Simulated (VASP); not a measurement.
# LiCl (Fm-3m) in VASP: further runs

The runs below take LiCl through single point, with r2SCAN.

Everything below comes from runs of VASP 6.6.1. Logs are shortened: lines on timing, memory, paths and dates and some standing lists are left out, and cuts for length are marked.

## (1) The cell of the first run

It takes space group Fm-3m (No. 225, cubic). The conventional cell has a = 5.112 Å, b = 5.112 Å, c = 5.112 Å, α = 90.00°, β = 90.00°, γ = 90.00°. Li (site symmetry m-3m) has 6 Cl at 2.56 Å within 3.4 Å. Cl (site symmetry m-3m) has 6 Li at 2.56 Å within 3.4 Å.

## (2) Single point, r2SCAN

File POSCAR:

```
LiCl
1.0
    0.0000000000      2.5562025359      2.5562025359
    2.5562025359      0.0000000000      2.5562025359
    2.5562025359      2.5562025359      0.0000000000
Li Cl
1 1
Direct
    0.0000000000      0.0000000000      0.0000000000
    0.5000000000      0.5000000000      0.5000000000
```

File INCAR.step1:

```
PREC = Accurate
ENCUT = 520
ISMEAR = 0
SIGMA = 0.02
LREAL = F
LASPH = T
NELM = 100
NBANDS = 12
GGA = PE
ALGO = Normal
EDIFF = 1E-4
LWAVE = T
LCHARG = F
```

File INCAR.step2:

```
PREC = Accurate
ENCUT = 520
EDIFF = 1E-6
ISMEAR = 0
SIGMA = 0.02
LREAL = F
LASPH = T
NELM = 100
ALGO = Normal
ISIF = 2
LWAVE = F
LCHARG = F
METAGGA = R2SCAN
LMIXTAU = T
NBANDS = 12
ISTART = 1
```

File KPOINTS:

```
Automatic mesh
0
Gamma
  8 8 8
```

Potentials or basis: VASP PAW PBE potentials, release 64 (Li_sv, Cl).

Launch:

```console
$ cat potpaw_PBE.64/Li_sv/POTCAR potpaw_PBE.64/Cl/POTCAR > POTCAR
$ cp INCAR.step1 INCAR
$ mpirun -np 1 vasp_std > vasp.out
$ cp INCAR.step2 INCAR
$ mpirun -np 1 vasp_std > vasp.out
```

OUTCAR:

```text
PREC = Accurate
   ENCUT = 520
   EDIFF = 1E-6
   ISMEAR = 0
   LREAL = F
   LASPH = T
   NELM = 100
   ISIF = 2
   METAGGA = R2SCAN
   ISTART = 1

 ion  position               nearest neighbor table
   1  0.000  0.000  0.000-   2 2.56   2 2.56   2 2.56   2 2.56   2 2.56   2 2.56
   2  0.500  0.500  0.500-   1 2.56   1 2.56   1 2.56   1 2.56   1 2.56   1 2.56

  LATTYP: Found a face centered cubic cell.
 ALAT       =     5.1124050718

  Lattice vectors:

 A1 = (   0.0000000000,   2.5562025359,   2.5562025359)
 A2 = (   2.5562025359,   0.0000000000,   2.5562025359)
 A3 = (   2.5562025359,   2.5562025359,   0.0000000000)

Analysis of symmetry for initial positions (statically):
=====================================================================
 Subroutine PRICEL returns:
 Original cell was already a primitive cell.

 Routine SETGRP: Setting up the symmetry group for a
 face centered cubic supercell.

 Subroutine GETGRP returns: Found 48 space group operations
 (whereof 48 operations were pure point group operations)
 out of a pool of 48 trial point group operations.

The static configuration has the point symmetry O_h .

Analysis of symmetry for dynamics (positions and initial velocities):
=====================================================================
 Subroutine PRICEL returns:
 Original cell was already a primitive cell.

 Routine SETGRP: Setting up the symmetry group for a
 face centered cubic supercell.

 Subroutine GETGRP returns: Found 48 space group operations
 (whereof 48 operations were pure point group operations)
 out of a pool of 48 trial point group operations.

The dynamic configuration has the point symmetry O_h .

 Subroutine INISYM returns: Found 48 space group operations
 (whereof 48 operations are pure point group operations),
 and found     1 'primitive' translations

----------------------------------------------------------------------------------------

                                     Primitive cell

  volume of cell :      33.4053

  direct lattice vectors                    reciprocal lattice vectors
     0.000000000  2.556202536  2.556202536    -0.195602654  0.195602654  0.195602654
     2.556202536  0.000000000  2.556202536     0.195602654 -0.195602654  0.195602654
     2.556202536  2.556202536  0.000000000     0.195602654  0.195602654 -0.195602654

  length of vectors
     3.615016294  3.615016294  3.615016294     0.338793735  0.338793735  0.338793735

  position of ions in fractional coordinates (direct lattice)
     0.000000000  0.000000000  0.000000000
     0.500000000  0.500000000  0.500000000

  ion indices of the primitive-cell ions
   primitive index   ion index
                 1           1
                 2           2

----------------------------------------------------------------------------------------

 KPOINTS: Automatic mesh

Automatic generation of k-mesh.
 Grid dimensions read from file:
 generate k-points for:    8    8    8

 Generating k-lattice:

  Cartesian coordinates                     Fractional coordinates (reciprocal lattice)
    -0.024450332  0.024450332  0.024450332     0.125000000  0.000000000  0.000000000
     0.024450332 -0.024450332  0.024450332     0.000000000  0.125000000  0.000000000
     0.024450332  0.024450332 -0.024450332     0.000000000  0.000000000  0.125000000

  Length of vectors
     0.042349217  0.042349217  0.042349217

  Shift w.r.t. Gamma in fractional coordinates (k-lattice)
     0.000000000  0.000000000  0.000000000

 Subroutine IBZKPT returns following result:
 ===========================================

 Found     29 irreducible k-points:

 Following reciprocal coordinates:
            Coordinates               Weight
  0.000000  0.000000  0.000000      1.000000
  0.125000  0.000000  0.000000      8.000000
  0.250000  0.000000  0.000000      8.000000
  0.375000  0.000000  0.000000      8.000000
  0.500000  0.000000  0.000000      4.000000
  0.125000  0.125000  0.000000      6.000000
[... 16 lines left out ...]
  0.500000  0.250000  0.125000     48.000000
 -0.375000  0.250000  0.125000     24.000000
 [... further k-points ...]
   k-points           NKPTS =     29   k-points in BZ     NKDIM =     29   number of bands    NBANDS=     12
   number of dos      NEDOS =    301   number of ions     NIONS =      2
   total plane-waves  NPLWV =  21952
   dimension x,y,z NGX =    28 NGY =   28 NGZ =   28
   dimension x,y,z NGXF=    56 NGYF=   56 NGZF=   56
   ions per type =               1   1
   NGX,Y,Z   is equivalent  to a cutoff of  12.88, 12.88, 12.88 a.u.
   NGXF,Y,Z  is equivalent  to a cutoff of  25.75, 25.75, 25.75 a.u.
 SYSTEM =  unknown system
   PREC   = accura    normal or accurate (medium, high low for compatibility)
   ISTART =      1    job   : 0-new  1-cont  2-samecut
   ICHARG =      0    charge: 1-file 2-atom 10-const
   ISPIN  =      1    spin polarized calculation?
   LNONCOLLINEAR =      F non collinear calculations
   LSORBIT =      F    spin-orbit coupling
   LASPH  =      T    aspherical Exc in radial PAW
   ENCUT  =  520.0 eV  38.22 Ry    6.18 a.u.   6.72  6.72  6.72*2*pi/ulx,y,z
   NELM   =    100;   NELMIN=  2; NELMDL=  0     # of ELM steps
   EDIFF  = 0.1E-05   stopping-criterion for ELM
   LREAL  =      F    real-space projection
   EDIFFG = 0.1E-04   stopping-criterion for IOM
   NSW    =      0    number of steps for IOM
   IBRION =     -1    ionic relax: 0-MD 1-quasi-New 2-CG
   NFREE  =      0    steps in history (QN), initial steepest desc. (CG)
   ISIF   =      2    stress and relaxation
   ISYM   =      2    0-nonsym 1-usesym 2-fastsym
   POTIM  = 0.5000    time-step for ionic-motion
   TEBEG  =    0.0;   TEEND  =   0.0 temperature during run
   PSTRESS=    0.0 pullay stress
   NELECT =      10.0000    total number of electrons
   NUPDOWN=      -1.0000    fix difference up-down
   EMIN   =  10.00;   EMAX   =-10.00  energy-range for DOS
   EFERMI =   0.00;   METHOD = LEGACY
   ISMEAR =     0;   SIGMA  =   0.02  broadening in eV -4-tet -1-fermi 0-gaus
   EFERMI_NEDOS =   21; number of points for ismear=-14 and -15
   IALGO  =     38    algorithm
   IMIX   =      4    mixing-type and parameters
     AMIX     =   0.40;   BMIX     =  1.00
     AMIX_MAG =   1.60;   BMIX_MAG =  1.00
  volume/ion in A,a.u.               =      16.70       112.72
  Fermi-wavevector in a.u.,A,eV,Ry     =   1.095140  2.069514 16.317892  1.199331
  Thomas-Fermi vector in A             =   2.231458
   LORBIT       =      0    0 simple, 1 ext, 2 COOP (PROOUT), +10 PAW based schemes
   METAGGA = R2SCAN    functional components
   LHFCALC =     F    Hartree Fock is set to
   AEXX    =    0.0000 exact exchange contribution
   IVDW    =     0    specifies the selected vdW correction
   LEPSILON=     F    determine dielectric tensor
   LRPA    =     F    only Hartree local field effects (RPA)
 non-spin polarized calculation
 Gauss-broadening in eV      SIGMA  =   0.02
  energy-cutoff  :      520.00
  volume of cell :       33.41
 maximum number of plane-waves:       934
   NGX = 13   NGY = 13   NGZ = 13

 number of electron      10.0000003 magnetization

 Free energy of the ion-electron system (eV)
  ---------------------------------------------------
  ext. energy  EPLUGINS =         0.00000000
  ---------------------------------------------------
  free energy    TOTEN  =       -12.58807981 eV

  energy without entropy =      -12.58807981  energy(sigma->0) =      -12.58807981

 E-fermi :   0.3778     XC(G=0):  -9.2100

 val. band max:        0.2648198774   @ k =   0.0000   0.0000   0.0000
 cond. band min:       7.6238921672   @ k =   0.0000   0.0000   0.0000
 fundamental gap:      7.3590722898
 Fermi energy:         0.3778195152

 k-point     1 :       0.0000    0.0000    0.0000
  band No.  band energies     occupation
      1     -44.5335      2.00000
      2     -13.7552      2.00000
      3       0.2648      2.00000
      4       0.2648      2.00000
      5       0.2648      2.00000
      6       7.6239      0.00000
      7      12.9353      0.00000
      8      12.9353      0.00000
      9      12.9354      0.00000
     10      15.6716      0.00000
     11      15.6716      0.00000
     12      16.1876      0.00000

 k-point     2 :       0.1250    0.0000    0.0000
  band No.  band energies     occupation
      1     -44.5332      2.00000
      2     -13.6761      2.00000
      3      -0.2619      2.00000
      4       0.2202      2.00000
      5       0.2202      2.00000
      6       8.0727      0.00000
      7      12.2036      0.00000
      8      12.9150      0.00000
      9      12.9151      0.00000
     10      14.2686      0.00000
     11      14.2688      0.00000
     12      16.6126      0.00000

 k-point     3 :       0.2500    0.0000    0.0000
  band No.  band energies     occupation
      1     -44.5321      2.00000
      2     -13.4745      2.00000
      3      -1.3384      2.00000
      4       0.1186      2.00000
      5       0.1186      2.00000
      6       8.4032      0.00000
      7      11.8161      0.00000
      8      11.8165      0.00000
      9      12.1948      0.00000
     10      15.0648      0.00000
     11      15.0648      0.00000
     12      17.1777      0.00000
[... 286 lines left out ...]
 k-point    23 :       0.5000    0.2500    0.1250
  band No.  band energies     occupation
      1     -44.5306      2.00000
      2     -13.1203      2.00000
      3      -2.1017      2.00000
      4      -0.9805      2.00000
      5      -0.2489      2.00000
      6       9.5164      0.00000
      7      10.5033      0.00000
      8      11.4943      0.00000
      9      12.6779      0.00000
     10      15.7449      0.00000
     11      18.8684      0.00000
     12      19.3687      0.00000

 k-point    24 :      -0.3750    0.2500    0.1250
  band No.  band energies     occupation
      1     -44.5303      2.00000
      2     -13.0379      2.00000
      3      -2.3442      2.00000
      4      -1.0777      2.00000
      5      -0.3402      2.00000
      6       9.3074      0.00000
      7      10.4464      0.00000
      8      11.7206      0.00000
      9      13.0859      0.00000
     10      16.8132      0.00000
     11      17.6681      0.00000
     12      19.5247      0.00000

 [... further k-points ...]
[... 5 lines left out ...]
  --------------------------------------------------------------------------------------
  -------------------------------------------------------------------------------------
  Total       -0.1003417     -0.1003417     -0.1003417      0.0000000      0.0000000     -0.0000000
  in kB       -4.8125632     -4.8125632     -4.8125632      0.0000000      0.0000000     -0.0000000
  external PRESSURE =      -4.8125632 kB  Pullay stress =       0.0000000 kB

 VOLUME and BASIS-vectors are now :
 -----------------------------------------------------------------------------
  energy-cutoff  :      520.00
  volume of cell :       33.41
      direct lattice vectors                 reciprocal lattice vectors
     0.000000000  2.556202536  2.556202536    -0.195602654  0.195602654  0.195602654
     2.556202536  0.000000000  2.556202536     0.195602654 -0.195602654  0.195602654
     2.556202536  2.556202536  0.000000000     0.195602654  0.195602654 -0.195602654

 POSITION                                       TOTAL-FORCE (eV/Angst)
 -----------------------------------------------------------------------------------
      0.00000      0.00000      0.00000         0.000000     -0.000000     -0.000000
      2.55620      2.55620      2.55620        -0.000000      0.000000      0.000000
 -----------------------------------------------------------------------------------
    total drift:                                0.000000      0.000000      0.000000

  FREE ENERGIE OF THE ION-ELECTRON SYSTEM (eV)
  ---------------------------------------------------
  free  energy   TOTEN  =       -12.5880798103 eV

  energy  without entropy=      -12.5880798103  energy(sigma->0) =      -12.58807981
```

It used 79 s of CPU time on 1 thread of AMD EPYC 7R13 Processor (Zen 3) (shared host).

What came out:

* Free energy: -12.5881 eV
* Band gap on the k mesh: 7.36 eV, direct

Caveat: the cutoff is under 1.25 times the usual one of these potentials, so pressure, stress and relaxed cells hold a basis-set (Pulay) error; the PAW data sets were made with another functional, which shifts forces and pressure a little. A k mesh can miss the band edges.

## (3) Single point, r2SCAN

POSCAR is that of step 2.

File INCAR.step1:

```
SYSTEM = LiCl
PREC = Accurate
ENCUT = 520
ISMEAR = 0
SIGMA = 0.02
LREAL = .FALSE.
LASPH = .TRUE.
NELM = 80
NBANDS = 12
GGA = PE
ALGO = Normal
EDIFF = 1E-4
LWAVE = .TRUE.
LCHARG = .FALSE.
```

File INCAR.step2:

```
SYSTEM = LiCl
PREC = Accurate
ENCUT = 520
EDIFF = 1E-6
ISMEAR = 0
SIGMA = 0.02
LREAL = .FALSE.
LASPH = .TRUE.
NELM = 80
ALGO = Normal
ISIF = 2
LWAVE = .FALSE.
LCHARG = .FALSE.
METAGGA = R2SCAN
LMIXTAU = .TRUE.
NBANDS = 12
ISTART = 1
```

File KPOINTS:

```
Automatic mesh
0
G
  8 8 8
  0 0 0
```

Potentials or basis: VASP PAW PBE potentials, release 64 (Li_sv, Cl).

Launch:

```console
$ cat potpaw_PBE.64/Li_sv/POTCAR potpaw_PBE.64/Cl/POTCAR > POTCAR
$ cp INCAR.step1 INCAR
$ mpirun -np 1 vasp_std > vasp.out
$ cp INCAR.step2 INCAR
$ mpirun -np 1 vasp_std > vasp.out
```

OUTCAR:

```text
SYSTEM = LiCl
   PREC = Accurate
   ENCUT = 520
   EDIFF = 1E-6
   ISMEAR = 0
   LREAL = .FALSE.
   LASPH = .TRUE.
   NELM = 80
   ISIF = 2
   METAGGA = R2SCAN
   ISTART = 1

 ion  position               nearest neighbor table
   1  0.000  0.000  0.000-   2 2.56   2 2.56   2 2.56   2 2.56   2 2.56   2 2.56
   2  0.500  0.500  0.500-   1 2.56   1 2.56   1 2.56   1 2.56   1 2.56   1 2.56

  LATTYP: Found a face centered cubic cell.
 ALAT       =     5.1124050718

  Lattice vectors:

 A1 = (   0.0000000000,   2.5562025359,   2.5562025359)
 A2 = (   2.5562025359,   0.0000000000,   2.5562025359)
 A3 = (   2.5562025359,   2.5562025359,   0.0000000000)

Analysis of symmetry for initial positions (statically):
=====================================================================
 Subroutine PRICEL returns:
 Original cell was already a primitive cell.

 Routine SETGRP: Setting up the symmetry group for a
 face centered cubic supercell.

 Subroutine GETGRP returns: Found 48 space group operations
 (whereof 48 operations were pure point group operations)
 out of a pool of 48 trial point group operations.

The static configuration has the point symmetry O_h .

Analysis of symmetry for dynamics (positions and initial velocities):
=====================================================================
[... 168 lines left out ...]
      2     -13.7552      2.00000
      3       0.2648      2.00000
      4       0.2648      2.00000
      5       0.2648      2.00000
      6       7.6239      0.00000
      7      12.9353      0.00000
      8      12.9353      0.00000
      9      12.9354      0.00000
     10      15.6716      0.00000
     11      15.6716      0.00000
     12      16.1876      0.00000
[... 331 lines left out ...]
 k-point    24 :      -0.3750    0.2500    0.1250
  band No.  band energies     occupation
      1     -44.5303      2.00000
      2     -13.0379      2.00000
      3      -2.3442      2.00000
      4      -1.0777      2.00000
      5      -0.3402      2.00000
      6       9.3074      0.00000
      7      10.4464      0.00000
      8      11.7206      0.00000
      9      13.0859      0.00000
     10      16.8132      0.00000
     11      17.6681      0.00000
     12      19.5247      0.00000

 [... further k-points ...]
[... 5 lines left out ...]
  --------------------------------------------------------------------------------------
  -------------------------------------------------------------------------------------
  Total       -0.1003417     -0.1003417     -0.1003417      0.0000000      0.0000000     -0.0000000
  in kB       -4.8125632     -4.8125632     -4.8125632      0.0000000      0.0000000     -0.0000000
  external PRESSURE =      -4.8125632 kB  Pullay stress =       0.0000000 kB

 VOLUME and BASIS-vectors are now :
 -----------------------------------------------------------------------------
  energy-cutoff  :      520.00
  volume of cell :       33.41
      direct lattice vectors                 reciprocal lattice vectors
     0.000000000  2.556202536  2.556202536    -0.195602654  0.195602654  0.195602654
     2.556202536  0.000000000  2.556202536     0.195602654 -0.195602654  0.195602654
     2.556202536  2.556202536  0.000000000     0.195602654  0.195602654 -0.195602654

 POSITION                                       TOTAL-FORCE (eV/Angst)
 -----------------------------------------------------------------------------------
      0.00000      0.00000      0.00000         0.000000     -0.000000     -0.000000
      2.55620      2.55620      2.55620        -0.000000      0.000000      0.000000
 -----------------------------------------------------------------------------------
    total drift:                                0.000000      0.000000      0.000000

  FREE ENERGIE OF THE ION-ELECTRON SYSTEM (eV)
  ---------------------------------------------------
  free  energy   TOTEN  =       -12.5880798103 eV

  energy  without entropy=      -12.5880798103  energy(sigma->0) =      -12.58807981
```

It used 74 s of CPU time on 1 thread of AMD EPYC 7R13 Processor (Zen 3), on a shared host.

Results:

```
Free energy            : -12.5881 eV
Band gap on the k mesh : 7.36 eV, direct
```

Caveat: the cutoff is under 1.25 times the usual one of these potentials, so pressure, stress and relaxed cells hold a basis-set (Pulay) error; the PAW data sets were made with another functional, which shifts forces and pressure a little.
